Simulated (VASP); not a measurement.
Here is a VASP 6.6.1 calculation.

File INCAR:

```
PREC = Accurate ; ENCUT = 520
EDIFF = 1E-7 ; ISMEAR = 0
SIGMA = 0.02 ; LREAL = Auto
LASPH = True ; NELM = 100
ALGO = Normal ; ISIF = 2
LWAVE = False ; LCHARG = False
GGA = PE ; NBANDS = 48
```

KPOINTS

```
Automatic mesh
0
Gamma
  2 2 2
```

POSCAR

```
Si
1.0
    0.0000000000      5.4300000000      5.4300000000
    5.4300000000      0.0000000000      5.4300000000
    5.4300000000      5.4300000000      0.0000000000
Si
17
Direct
    0.0007598527      0.0002119705      0.0001121547
    0.1250702578      0.1249525783      0.1249081952
    0.0004291897     -0.0001279006      0.4987929098
    0.1221818600      0.1213851750      0.6278720994
    0.0004505525      0.4988365562     -0.0002030387
    0.1221806630      0.6279703499      0.1212745856
   -0.0062686004      0.5017201657      0.5016360037
    0.1218822284      0.6277312155      0.6276610497
    0.4989450276      0.0000641805     -0.0000354512
    0.6285539595      0.1213928177      0.1212848987
    0.5024302026     -0.0073138122      0.5018241252
    0.6281567219      0.1212186004      0.6277443831
    0.5024326888      0.5019074586     -0.0073989871
    0.6281701657      0.6278309392      0.1211106814
    0.5019383978      0.5013155617      0.5012146409
    0.6250865562      0.6240677716      0.6239891344
    0.3751395948      0.3739815838      0.3738823204
```

Potentials or basis: VASP PAW PBE potentials, release 64 (Si).

Launch:

```console
$ cat potpaw_PBE.64/Si/POTCAR > POTCAR
$ mpirun -np 1 vasp_std > vasp.out
```

**Question.** What does it give for the band gap on the k mesh?

**Answer.** Zero (band 34 reaches 6.93 eV, above the bottom of band 35 at 6.68 eV).

**Question.** Predict the pressure.

**Answer.** 5.3 GPa.

Forces on the atoms (eV/Å):
```
Si   0.012  0.013  0.013
Si  -0.004 -0.001 -0.001
Si  -0.009 -0.018  0.022
Si  -0.001 -0.007  0.015
Si  -0.008  0.022 -0.018
Si   0.000  0.016 -0.008
Si   0.002 -0.002 -0.001
Si  -0.031 -0.002 -0.001
Si   0.016 -0.014 -0.015
Si   0.029 -0.002 -0.004
Si  -0.007 -0.003  0.005
Si  -0.002 -0.021  0.003
Si  -0.007  0.004 -0.002
Si  -0.001  0.003 -0.020
Si   0.010  0.009  0.010
Si  -0.001  0.001  0.001
Si   0.005  0.001  0.001
```

Caveat: the k points lie up to 0.50 Å⁻¹ apart.
